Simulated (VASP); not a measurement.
# TiO2 (fluorite type) (Fm-3m) in VASP: notebook

TiO2 (fluorite type) is run at these levels: r2SCAN; tasks: single point.

Everything below comes from runs of VASP 6.6.1. Logs are shortened: lines on timing, memory, paths and dates and some standing lists are left out, and cuts for length are marked.

**1. The cell of the first run**

The structure is cubic, space group Fm-3m (No. 225). Conventional cell: a = 4.847 Å, b = 4.847 Å, c = 4.847 Å, α = 90.00°, β = 90.00°, γ = 90.00°. Within 2.8 Å of Ti (site symmetry m-3m) lie 8 O at 2.10 Å. O (site symmetry -43m) has 4 Ti at 2.10 Å and 6 O at 2.42 Å within 2.8 Å.

**2. Single point, r2SCAN**

POSCAR reads:

```
TiO2
1.0
    0.0000000000      2.4232944489      2.4232944489
    2.4232944489      0.0000000000      2.4232944489
    2.4232944489      2.4232944489      0.0000000000
Ti O
1 2
Direct
    0.0000000000      0.0000000000      0.0000000000
    0.2500000000      0.2500000000      0.2500000000
    0.7500000000      0.7500000000      0.7500000000
```

INCAR.step1 reads:

```
SYSTEM = TiO2
PREC     = Accurate       ! precision mode
ENCUT    = 520            ! plane-wave cutoff, eV
ISMEAR   = -1             ! smearing method
SIGMA    = 0.1            ! smearing width, eV
LREAL    = .False.        ! projectors in reciprocal space
LASPH    = .True.         ! aspherical terms in the spheres
NELM     = 100            ! most SCF steps
NBANDS   = 19             ! bands
GGA      = PE             ! functional
ALGO     = Normal         ! electronic algorithm
EDIFF    = 1E-4           ! SCF threshold, eV
LWAVE    = .True.         ! write WAVECAR
LCHARG   = .False.        ! write CHGCAR
```

INCAR.step2 reads:

```
SYSTEM = TiO2
PREC     = Accurate       ! precision mode
ENCUT    = 520            ! plane-wave cutoff, eV
EDIFF    = 1E-6           ! SCF threshold, eV
ISMEAR   = -1             ! smearing method
SIGMA    = 0.1            ! smearing width, eV
LREAL    = .False.        ! projectors in reciprocal space
LASPH    = .True.         ! aspherical terms in the spheres
NELM     = 100            ! most SCF steps
ALGO     = Normal         ! electronic algorithm
ISIF     = 2              ! what is computed and relaxed
LWAVE    = .False.        ! write WAVECAR
LCHARG   = .False.        ! write CHGCAR
METAGGA  = R2SCAN         ! meta-GGA
LMIXTAU  = .True.       
NBANDS   = 19             ! bands
ISTART   = 1
```

KPOINTS reads:

```
Automatic mesh
0
Gamma
  12 12 12
  0 0 0
```

Potentials or basis: VASP PAW PBE potentials, release 64 (Ti_sv, O).

Launch:

```sh
> cat potpaw_PBE.64/Ti_sv/POTCAR potpaw_PBE.64/O/POTCAR > POTCAR
> cp INCAR.step1 INCAR
> mpirun -np 1 vasp_std > vasp.out
> cp INCAR.step2 INCAR
> mpirun -np 1 vasp_std > vasp.out
```

OUTCAR:

```text
SYSTEM = TiO2
   PREC = Accurate
   ENCUT = 520
   EDIFF = 1E-6
   ISMEAR = -1
   LREAL = .False.
   LASPH = .True.
   NELM = 100
   ISIF = 2
   METAGGA = R2SCAN
   ISTART = 1

 ion  position               nearest neighbor table
   1  0.000  0.000  0.000-   3 2.10   3 2.10   3 2.10   2 2.10   3 2.10   2 2.10   2 2.10   2 2.10

   2  0.250  0.250  0.250-   1 2.10   1 2.10   1 2.10   1 2.10
   3  0.750  0.750  0.750-   1 2.10   1 2.10   1 2.10   1 2.10

  LATTYP: Found a face centered cubic cell.
 ALAT       =     4.8465888978

  Lattice vectors:

 A1 = (   0.0000000000,   2.4232944489,   2.4232944489)
 A2 = (   2.4232944489,   0.0000000000,   2.4232944489)
 A3 = (   2.4232944489,   2.4232944489,   0.0000000000)

Analysis of symmetry for initial positions (statically):
=====================================================================
 Subroutine PRICEL returns:
 Original cell was already a primitive cell.

 Routine SETGRP: Setting up the symmetry group for a
 face centered cubic supercell.

 Subroutine GETGRP returns: Found 48 space group operations
 (whereof 48 operations were pure point group operations)
 out of a pool of 48 trial point group operations.

The static configuration has the point symmetry O_h .

Analysis of symmetry for dynamics (positions and initial velocities):
=====================================================================
 Subroutine PRICEL returns:
 Original cell was already a primitive cell.

 Routine SETGRP: Setting up the symmetry group for a
 face centered cubic supercell.

 Subroutine GETGRP returns: Found 48 space group operations
 (whereof 48 operations were pure point group operations)
 out of a pool of 48 trial point group operations.

The dynamic configuration has the point symmetry O_h .

 Subroutine INISYM returns: Found 48 space group operations
 (whereof 48 operations are pure point group operations),
 and found     1 'primitive' translations

----------------------------------------------------------------------------------------

                                     Primitive cell

  volume of cell :      28.4609

  direct lattice vectors                    reciprocal lattice vectors
[... 78 lines left out ...]
   NGXF,Y,Z  is equivalent  to a cutoff of  27.17, 27.17, 27.17 a.u.
 SYSTEM =  TiO2
   PREC   = accura    normal or accurate (medium, high low for compatibility)
   ISTART =      1    job   : 0-new  1-cont  2-samecut
   ICHARG =      0    charge: 1-file 2-atom 10-const
   ISPIN  =      1    spin polarized calculation?
   LNONCOLLINEAR =      F non collinear calculations
   LSORBIT =      F    spin-orbit coupling
   LASPH  =      T    aspherical Exc in radial PAW
   ENCUT  =  520.0 eV  38.22 Ry    6.18 a.u.   6.37  6.37  6.37*2*pi/ulx,y,z
   NELM   =    100;   NELMIN=  2; NELMDL=  0     # of ELM steps
   EDIFF  = 0.1E-05   stopping-criterion for ELM
   LREAL  =      F    real-space projection
   EDIFFG = 0.1E-04   stopping-criterion for IOM
   NSW    =      0    number of steps for IOM
   IBRION =     -1    ionic relax: 0-MD 1-quasi-New 2-CG
   NFREE  =      0    steps in history (QN), initial steepest desc. (CG)
   ISIF   =      2    stress and relaxation
   ISYM   =      2    0-nonsym 1-usesym 2-fastsym
   POTIM  = 0.5000    time-step for ionic-motion
   TEBEG  =    0.0;   TEEND  =   0.0 temperature during run
   PSTRESS=    0.0 pullay stress
   NELECT =      24.0000    total number of electrons
   NUPDOWN=      -1.0000    fix difference up-down
   EMIN   =  10.00;   EMAX   =-10.00  energy-range for DOS
   EFERMI =   0.00;   METHOD = LEGACY
   ISMEAR =    -1;   SIGMA  =   0.10  broadening in eV -4-tet -1-fermi 0-gaus
   EFERMI_NEDOS =   21; number of points for ismear=-14 and -15
   IALGO  =     38    algorithm
   IMIX   =      4    mixing-type and parameters
     AMIX     =   0.40;   BMIX     =  1.00
     AMIX_MAG =   1.60;   BMIX_MAG =  1.00
  volume/ion in A,a.u.               =       9.49        64.02
  Fermi-wavevector in a.u.,A,eV,Ry     =   1.546663  2.922769 32.547405  2.392167
  Thomas-Fermi vector in A             =   2.651867
   LORBIT       =      0    0 simple, 1 ext, 2 COOP (PROOUT), +10 PAW based schemes
   METAGGA = R2SCAN    functional components
   LHFCALC =     F    Hartree Fock is set to
   AEXX    =    0.0000 exact exchange contribution
   IVDW    =     0    specifies the selected vdW correction
   LEPSILON=     F    determine dielectric tensor
   LRPA    =     F    only Hartree local field effects (RPA)
 non-spin polarized calculation
  energy-cutoff  :      520.00
  volume of cell :       28.46
 maximum number of plane-waves:       779
 NGX is ok and might be reduce to    28
   NGX = 13   NGY = 13   NGZ = 13

 number of electron      23.9999997 magnetization

 Free energy of the ion-electron system (eV)
  ---------------------------------------------------
  ext. energy  EPLUGINS =         0.00000000
  ---------------------------------------------------
  free energy    TOTEN  =       -34.08588718 eV

  energy without entropy =      -34.08584200  energy(sigma->0) =      -34.08586459

 E-fermi :   7.4048     XC(G=0): -12.8589

 val. band max:        6.7041334023   @ k =   0.5000   0.5000   0.0000
 cond. band min:       8.2105716956   @ k =   0.0000   0.0000   0.0000
 fundamental gap:      1.5064382933
 Fermi energy:         7.4047692484

 k-point     1 :       0.0000    0.0000    0.0000
  band No.  band energies     occupation
      1     -53.3783      2.00000
      2     -28.4089      2.00000
      3     -28.4088      2.00000
      4     -28.4088      2.00000
      5     -13.8172      2.00000
      6     -10.1999      2.00000
[... 505 lines left out ...]
      6     -11.6955      2.00000
[... 11 lines left out ...]
     18      17.8442      0.00000
     19      22.1535      0.00000

 [... further k-points ...]
[... 5 lines left out ...]
  --------------------------------------------------------------------------------------
  -------------------------------------------------------------------------------------
  Total       -1.2664327     -1.2664327     -1.2664327      0.0000000      0.0000000     -0.0000000
  in kB      -71.2925491    -71.2925491    -71.2925491      0.0000000      0.0000000     -0.0000000
  external PRESSURE =     -71.2925491 kB  Pullay stress =       0.0000000 kB

 VOLUME and BASIS-vectors are now :
 -----------------------------------------------------------------------------
  energy-cutoff  :      520.00
  volume of cell :       28.46
      direct lattice vectors                 reciprocal lattice vectors
     0.000000000  2.423294449  2.423294449    -0.206330684  0.206330684  0.206330684
     2.423294449  0.000000000  2.423294449     0.206330684 -0.206330684  0.206330684
     2.423294449  2.423294449  0.000000000     0.206330684  0.206330684 -0.206330684

 POSITION                                       TOTAL-FORCE (eV/Angst)
 -----------------------------------------------------------------------------------
      0.00000      0.00000      0.00000         0.000000     -0.000000      0.000000
      1.21165      1.21165      1.21165        -0.000000     -0.000000     -0.000000
      3.63494      3.63494      3.63494         0.000000      0.000000      0.000000
 -----------------------------------------------------------------------------------
    total drift:                                0.000000     -0.000000      0.000000

  FREE ENERGIE OF THE ION-ELECTRON SYSTEM (eV)
  ---------------------------------------------------
  free  energy   TOTEN  =       -34.0858871842 eV

  energy  without entropy=      -34.0858419959  energy(sigma->0) =      -34.08586459
```

OUTCAR.step1:

```text
SYSTEM = TiO2
   PREC = Accurate
   ENCUT = 520
   ISMEAR = -1
   LREAL = .False.
   LASPH = .True.
   NELM = 100
[... 752 lines left out ...]
      0.00000      0.00000      0.00000        -0.000000      0.000000      0.000000
      1.21165      1.21165      1.21165        -0.000000      0.000000     -0.000000
      3.63494      3.63494      3.63494         0.000000     -0.000000      0.000000
 -----------------------------------------------------------------------------------
    total drift:                                0.000000     -0.000000      0.000000

  FREE ENERGIE OF THE ION-ELECTRON SYSTEM (eV)
  ---------------------------------------------------
  free  energy   TOTEN  =       -26.0326555873 eV

  energy  without entropy=      -26.0324003475  energy(sigma->0) =      -26.03252797
```

Run time: 90 s. Hardware: 1 thread of Intel Xeon 6975P-C (Granite Rapids), shared host; peak memory 0.18 GiB.

Results:

```yaml
Free_energy: -34.0859 eV
Pressure: -7.1 GPa
Band_gap_on_the_k_mesh: 1.51 eV, indirect (least direct gap 2.16 eV)
```

Levels at points of the mesh, in eV from the valence-band top:
```csv
k point,band 9,band 10,band 11,band 12,band 13,band 14,band 15,band 16
"(0.00, 0.00, 0.00)",-5.95,-0.88,-0.88,-0.88,1.51,1.51,5.47,5.47
"(0.50, 0.00, 0.00)",-3.38,-3.28,-2.54,-2.54,1.79,1.79,2.98,5.09
"(0.50, 0.50, 0.00)",-4.62,-2.07,-2.07,0.00,2.16,2.17,3.00,4.30
```

Caveat: the PAW data sets were made with another functional, which shifts forces and pressure a little.

**3. Single point, r2SCAN**

POSCAR is that of step 2.

INCAR.step1 reads:

```
PREC     = Accurate       # precision mode
ENCUT    = 520            # plane-wave cutoff, eV
ISMEAR   = -1             # smearing method
SIGMA    = 0.1            # smearing width, eV
LREAL    = False          # projectors in reciprocal space
LASPH    = True           # aspherical terms in the spheres
NELM     = 100            # most SCF steps
NBANDS   = 19             # bands
GGA      = PE             # functional
ALGO     = Normal         # electronic algorithm
EDIFF    = 1E-4           # SCF threshold, eV
LWAVE    = True           # write WAVECAR
LCHARG   = False          # write CHGCAR
```

INCAR.step2 reads:

```
PREC     = Accurate       # precision mode
ENCUT    = 520            # plane-wave cutoff, eV
EDIFF    = 1E-7           # SCF threshold, eV
ISMEAR   = -1             # smearing method
SIGMA    = 0.1            # smearing width, eV
LREAL    = False          # projectors in reciprocal space
LASPH    = True           # aspherical terms in the spheres
NELM     = 100            # most SCF steps
ALGO     = Normal         # electronic algorithm
ISIF     = 2              # what is computed and relaxed
LWAVE    = False          # write WAVECAR
LCHARG   = False          # write CHGCAR
METAGGA  = R2SCAN         # meta-GGA
LMIXTAU  = True         
NBANDS   = 19             # bands
ISTART   = 1
```

KPOINTS reads:

```
Automatic mesh
0
Gamma
  12 12 12
```

Potentials or basis: VASP PAW PBE potentials, release 64 (Ti_sv, O).

Launch:

```sh
> cat potpaw_PBE.64/Ti_sv/POTCAR potpaw_PBE.64/O/POTCAR > POTCAR
> cp INCAR.step1 INCAR
> mpirun -np 1 vasp_std > vasp.out
> cp INCAR.step2 INCAR
> mpirun -np 1 vasp_std > vasp.out
```

OUTCAR:

```text
PREC = Accurate
   ENCUT = 520
   EDIFF = 1E-7
   ISMEAR = -1
   LREAL = False
   LASPH = True
   NELM = 100
   ISIF = 2
   METAGGA = R2SCAN
   ISTART = 1

 ion  position               nearest neighbor table
   1  0.000  0.000  0.000-   3 2.10   3 2.10   3 2.10   2 2.10   3 2.10   2 2.10   2 2.10   2 2.10

   2  0.250  0.250  0.250-   1 2.10   1 2.10   1 2.10   1 2.10
   3  0.750  0.750  0.750-   1 2.10   1 2.10   1 2.10   1 2.10

  LATTYP: Found a face centered cubic cell.
 ALAT       =     4.8465888978

  Lattice vectors:

 A1 = (   0.0000000000,   2.4232944489,   2.4232944489)
 A2 = (   2.4232944489,   0.0000000000,   2.4232944489)
 A3 = (   2.4232944489,   2.4232944489,   0.0000000000)

Analysis of symmetry for initial positions (statically):
=====================================================================
 Subroutine PRICEL returns:
 Original cell was already a primitive cell.

 Routine SETGRP: Setting up the symmetry group for a
 face centered cubic supercell.

 Subroutine GETGRP returns: Found 48 space group operations
 (whereof 48 operations were pure point group operations)
 out of a pool of 48 trial point group operations.

The static configuration has the point symmetry O_h .

Analysis of symmetry for dynamics (positions and initial velocities):
=====================================================================
 Subroutine PRICEL returns:
 Original cell was already a primitive cell.

 Routine SETGRP: Setting up the symmetry group for a
 face centered cubic supercell.

 Subroutine GETGRP returns: Found 48 space group operations
 (whereof 48 operations were pure point group operations)
 out of a pool of 48 trial point group operations.

The dynamic configuration has the point symmetry O_h .

 Subroutine INISYM returns: Found 48 space group operations
[... 108 lines left out ...]
   TEBEG  =    0.0;   TEEND  =   0.0 temperature during run
   PSTRESS=    0.0 pullay stress
   NELECT =      24.0000    total number of electrons
   NUPDOWN=      -1.0000    fix difference up-down
   EMIN   =  10.00;   EMAX   =-10.00  energy-range for DOS
   EFERMI =   0.00;   METHOD = LEGACY
   ISMEAR =    -1;   SIGMA  =   0.10  broadening in eV -4-tet -1-fermi 0-gaus
   EFERMI_NEDOS =   21; number of points for ismear=-14 and -15
   IALGO  =     38    algorithm
   IMIX   =      4    mixing-type and parameters
     AMIX     =   0.40;   BMIX     =  1.00
     AMIX_MAG =   1.60;   BMIX_MAG =  1.00
  volume/ion in A,a.u.               =       9.49        64.02
  Fermi-wavevector in a.u.,A,eV,Ry     =   1.546663  2.922769 32.547405  2.392167
  Thomas-Fermi vector in A             =   2.651867
   LORBIT       =      0    0 simple, 1 ext, 2 COOP (PROOUT), +10 PAW based schemes
   METAGGA = R2SCAN    functional components
   LHFCALC =     F    Hartree Fock is set to
   AEXX    =    0.0000 exact exchange contribution
   IVDW    =     0    specifies the selected vdW correction
   LEPSILON=     F    determine dielectric tensor
   LRPA    =     F    only Hartree local field effects (RPA)
 non-spin polarized calculation
  energy-cutoff  :      520.00
  volume of cell :       28.46
 maximum number of plane-waves:       779
 NGX is ok and might be reduce to    28
   NGX = 13   NGY = 13   NGZ = 13

 number of electron      23.9999997 magnetization

 Free energy of the ion-electron system (eV)
  ---------------------------------------------------
  ext. energy  EPLUGINS =         0.00000000
  ---------------------------------------------------
  free energy    TOTEN  =       -34.08588733 eV

  energy without entropy =      -34.08584215  energy(sigma->0) =      -34.08586474

 E-fermi :   7.4047     XC(G=0): -12.8589

 val. band max:        6.7041011137   @ k =   0.5000   0.5000   0.0000
 cond. band min:       8.2105612675   @ k =   0.0000   0.0000   0.0000
 fundamental gap:      1.5064601538
 Fermi energy:         7.4047475058

 k-point     1 :       0.0000    0.0000    0.0000
  band No.  band energies     occupation
      1     -53.3783      2.00000
      2     -28.4089      2.00000
      3     -28.4088      2.00000
      4     -28.4088      2.00000
      5     -13.8172      2.00000
      6     -10.2000      2.00000
[... 505 lines left out ...]
      6     -11.6955      2.00000
[... 11 lines left out ...]
     18      17.8442      0.00000
     19      22.1535      0.00000

 [... further k-points ...]
[... 5 lines left out ...]
  --------------------------------------------------------------------------------------
  -------------------------------------------------------------------------------------
  Total       -1.2652649     -1.2652649     -1.2652649     -0.0000000     -0.0000000      0.0000000
  in kB      -71.2268071    -71.2268071    -71.2268071     -0.0000000     -0.0000000      0.0000000
  external PRESSURE =     -71.2268071 kB  Pullay stress =       0.0000000 kB

 VOLUME and BASIS-vectors are now :
 -----------------------------------------------------------------------------
  energy-cutoff  :      520.00
  volume of cell :       28.46
      direct lattice vectors                 reciprocal lattice vectors
     0.000000000  2.423294449  2.423294449    -0.206330684  0.206330684  0.206330684
     2.423294449  0.000000000  2.423294449     0.206330684 -0.206330684  0.206330684
     2.423294449  2.423294449  0.000000000     0.206330684  0.206330684 -0.206330684

 POSITION                                       TOTAL-FORCE (eV/Angst)
 -----------------------------------------------------------------------------------
      0.00000      0.00000      0.00000        -0.000000     -0.000000      0.000000
      1.21165      1.21165      1.21165         0.000000      0.000000     -0.000000
      3.63494      3.63494      3.63494        -0.000000      0.000000      0.000000
 -----------------------------------------------------------------------------------
    total drift:                                0.000000     -0.000000      0.000000

  FREE ENERGIE OF THE ION-ELECTRON SYSTEM (eV)
  ---------------------------------------------------
  free  energy   TOTEN  =       -34.0858873309 eV

  energy  without entropy=      -34.0858421467  energy(sigma->0) =      -34.08586474
```

Run time: 1.7 min. Hardware: 1 thread of Intel Xeon 6975P-C (Granite Rapids), shared host; peak memory 0.18 GiB.

What came out:

```
Free energy            : -34.0859 eV
Pressure               : -7.1 GPa
Band gap on the k mesh : 1.51 eV, indirect (least direct gap 2.16 eV)
```

Caveat: the PAW data sets were made with another functional, which shifts forces and pressure a little. A k mesh can miss the band edges.

(Continued in part 2 of 2.)
